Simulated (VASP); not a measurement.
# Mn (I4/mmm) in VASP: notebook, part 2 of 2

VASP 6.6.1. Earlier steps stand in the parts before.

## Step 3: Single point, LDA, collinear spin, antiferromagnetic start (10.08 Å³/atom)

Contents of INCAR:

```
SYSTEM = Mn
PREC = Accurate ; ENCUT = 520
EDIFF = 1E-6 ; ISMEAR = -1
SIGMA = 0.05 ; LREAL = .FALSE.
LASPH = .TRUE. ; NELM = 150
ALGO = Normal ; ISIF = 2
LWAVE = .FALSE. ; LCHARG = .TRUE.
ISPIN = 2 ; MAGMOM = 3 -3
LORBIT = 11 ; LMAXMIX = 4
LELF = .TRUE. ; LVHAR = .TRUE.
NBANDS = 24
```

Contents of KPOINTS:

```
regular mesh
0
G
  15 15 10
  0 0 0
```

Contents of POSCAR:

```
Mn
1.0
    2.4237626742      0.0000000000      0.0000000000
    0.0000000000      2.4237626742      0.0000000000
    0.0000000000      0.0000000000      3.4318882229
Mn
2
Direct
    1.0000000000      0.0000000000      0.0000000000
    0.5000000000      0.5000000000      0.5000000000
```

Potentials or basis: VASP PAW LDA potentials, release 64 (Mn_pv).

Run with:

```
$ cat potpaw_LDA.64/Mn_pv/POTCAR > POTCAR
$ mpirun -np 1 vasp_std > vasp.out
```

Wall time 1.9 min (1 thread of Intel Xeon 6975P-C (Granite Rapids), shared host); peak memory 0.23 GiB.

The run converged. Its results:

```
Free energy                                           : -20.2376 eV
Pressure                                              : 0.3 GPa
Band gap on the k mesh                                : zero (filled and empty bands overlap)
Net moment                                            : 0.00 μB per cell
Valence electrons inside the program's atomic spheres : Mn 12.13
```

Stress tensor (GPa, compression positive):
```
0.27 0.00 0.00
0.00 0.27 0.00
0.00 0.00 0.38
```

Levels at points of the mesh, in eV from the Fermi level:
Spin up:
| k point | band 11 | band 12 | band 13 | band 14 | band 15 | band 16 |
| --- | --- | --- | --- | --- | --- | --- |
| (0.00, 0.00, 0.00) | -1.26 | -1.26 | 0.56 | 0.57 | 1.82 | 2.24 |
| (0.00, 0.00, 0.50) | -0.57 | -0.57 | 0.18 | 0.18 | 0.18 | 0.18 |
Spin down:
| k point | band 11 | band 12 | band 13 | band 14 | band 15 | band 16 |
| --- | --- | --- | --- | --- | --- | --- |
| (0.00, 0.00, 0.00) | -1.26 | -1.26 | 0.56 | 0.57 | 1.82 | 2.24 |
| (0.00, 0.00, 0.50) | -0.57 | -0.57 | 0.18 | 0.18 | 0.18 | 0.18 |

## Step 4: Single point, LDA, collinear spin, antiferromagnetic start

Contents of INCAR:

```
SYSTEM = Mn
ALGO     = Normal         ! electronic algorithm
EDIFF    = 1E-6           ! SCF threshold, eV
ENCUT    = 520            ! plane-wave cutoff, eV
GGA      = CA             ! functional
ISIF     = 2              ! what is computed and relaxed
ISMEAR   = -1             ! smearing method
ISPIN    = 2              ! spin polarisation
LASPH    = .TRUE.         ! aspherical terms in the spheres
LCHARG   = .FALSE.        ! write CHGCAR
LMAXMIX  = 4              ! l up to which the mixer works
LORBIT   = 11             ! projections on sites
LREAL    = .FALSE.        ! projectors in reciprocal space
LWAVE    = .FALSE.        ! write WAVECAR
MAGMOM   = 3 -3           ! initial moments
NBANDS   = 24             ! bands
NELM     = 150            ! most SCF steps
PREC     = Accurate       ! precision mode
SIGMA    = 0.05           ! smearing width, eV
```

Contents of KPOINTS:

```
k-points
0
G
  21 21 15
  0 0 0
```

POSCAR is that of step 3.

Potentials or basis: VASP PAW LDA potentials, release 64 (Mn_pv).

Run with:

```
$ cat potpaw_LDA.64/Mn_pv/POTCAR > POTCAR
$ mpirun -np 1 vasp_std > vasp.out
```

OUTCAR:

```text
SYSTEM = Mn
   EDIFF = 1E-6
   ENCUT = 520
   GGA = CA
   ISIF = 2
   ISMEAR = -1
   ISPIN = 2
   LASPH = .TRUE.
   LORBIT = 11
   LREAL = .FALSE.
   NELM = 150
   PREC = Accurate

 ion  position               nearest neighbor table
   1  0.000  0.000  0.000-   2 2.43   2 2.43   2 2.43   2 2.43   2 2.43   2 2.43   2 2.43   2 2.43

   2  0.500  0.500  0.500-   1 2.43   1 2.43   1 2.43   1 2.43   1 2.43   1 2.43   1 2.43   1 2.43

  LATTYP: Found a simple tetragonal cell.
 ALAT       =     2.4237626742
 C/A-ratio  =     1.4159341009

  Lattice vectors:

 A1 = (   2.4237626742,   0.0000000000,   0.0000000000)
 A2 = (   0.0000000000,   2.4237626742,   0.0000000000)
 A3 = (   0.0000000000,   0.0000000000,   3.4318882229)

Analysis of symmetry for initial positions (statically):
=====================================================================
 Subroutine PRICEL returns following result:

  LATTYP: Found a body centered tetragonal cell.
 ALAT       =     2.4237626742
 C/A-ratio  =     1.4159341009
[... 12 lines left out ...]
 Subroutine GETGRP returns: Found 16 space group operations
 (whereof 16 operations were pure point group operations)
 out of a pool of 16 trial point group operations.

[... 1508 lines left out ...]

------------------------ aborting loop because EDIFF is reached ----------------------------------------

  FORCE on cell =-STRESS in cart. coord.  units (eV):
  Direction    XX          YY          ZZ          XY          YZ          ZX
  --------------------------------------------------------------------------------------
  -------------------------------------------------------------------------------------
  Total        0.0641383      0.0641383      0.0305933      0.0000000      0.0000000     -0.0000000
  in kB        5.0970014      5.0970014      2.4312131      0.0000000      0.0000000     -0.0000000
  external PRESSURE =       4.2084053 kB  Pullay stress =       0.0000000 kB

 VOLUME and BASIS-vectors are now :
 -----------------------------------------------------------------------------
  energy-cutoff  :      520.00
  volume of cell :       20.16
      direct lattice vectors                 reciprocal lattice vectors
     2.423762674  0.000000000  0.000000000     0.412581649  0.000000000  0.000000000
     0.000000000  2.423762674  0.000000000     0.000000000  0.412581649  0.000000000
     0.000000000  0.000000000  3.431888223     0.000000000  0.000000000  0.291384782

 POSITION                                       TOTAL-FORCE (eV/Angst)
 -----------------------------------------------------------------------------------
      0.00000      0.00000      0.00000         0.000000     -0.000000      0.000000
      1.21188      1.21188      1.71594        -0.000000      0.000000      0.000000
 -----------------------------------------------------------------------------------
    total drift:                                0.000000     -0.000000     -0.000000

  FREE ENERGIE OF THE ION-ELECTRON SYSTEM (eV)
  ---------------------------------------------------
  free  energy   TOTEN  =       -20.2365896806 eV

  energy  without entropy=      -20.2134069957  energy(sigma->0) =      -20.22499834

 total charge

# of ion       s       p       d       tot
------------------------------------------
    1        0.453   6.445   5.232  12.130
    2        0.453   6.445   5.232  12.130
--------------------------------------------------
tot          0.906  12.891  10.463  24.260

 magnetization (x)

# of ion       s       p       d       tot
------------------------------------------
    1        0.000   0.000   0.000   0.000
    2       -0.000  -0.000  -0.000  -0.000
--------------------------------------------------
tot          0.000   0.000   0.000   0.000
```

stdout:

```text
POSCAR found type information on POSCAR Mn
 POSCAR found :  1 types and       2 ions
 scaLAPACK will be used
 LDA part: xc-table for (Slater(with rela. corr.)+CA(PZ))
 , standard interpolation
 POSCAR, INCAR and KPOINTS ok, starting setup
 FFT: planning ... GRIDC
 FFT: planning ... GRID_SOFT
 FFT: planning ... GRID
 WAVECAR not read
 entering main loop
```

It took 4.7 min on 1 thread of Intel Xeon 6975P-C (Granite Rapids), shared host; peak memory 0.41 GiB.

What came out:

```yaml
Free_energy: -20.2366 eV
Pressure: 0.4 GPa
Band_gap_on_the_k_mesh: zero (filled and empty bands overlap)
Net_moment: 0.00 μB per cell
Valence_electrons_inside_the_program's_atomic_spheres: Mn 12.13
```

Stress tensor (GPa, compression positive):
```
0.51 0.00 0.00
0.00 0.51 0.00
0.00 0.00 0.24
```

Levels at points of the mesh, in eV from the Fermi level:
Spin up:
| k point | band 11 | band 12 | band 13 | band 14 | band 15 | band 16 |
| --- | --- | --- | --- | --- | --- | --- |
| (0.00, 0.00, 0.00) | -1.25 | -1.25 | 0.56 | 0.58 | 1.82 | 2.24 |
Spin down:
| k point | band 9 | band 10 | band 11 | band 12 | band 13 | band 14 | band 15 | band 16 | band 17 | band 18 |
| --- | --- | --- | --- | --- | --- | --- | --- | --- | --- | --- |
| (0.00, 0.00, 0.00) | -4.28 | -1.27 | -1.25 | -1.25 | 0.56 | 0.58 | 1.82 | 2.24 | 2.24 | 3.85 |
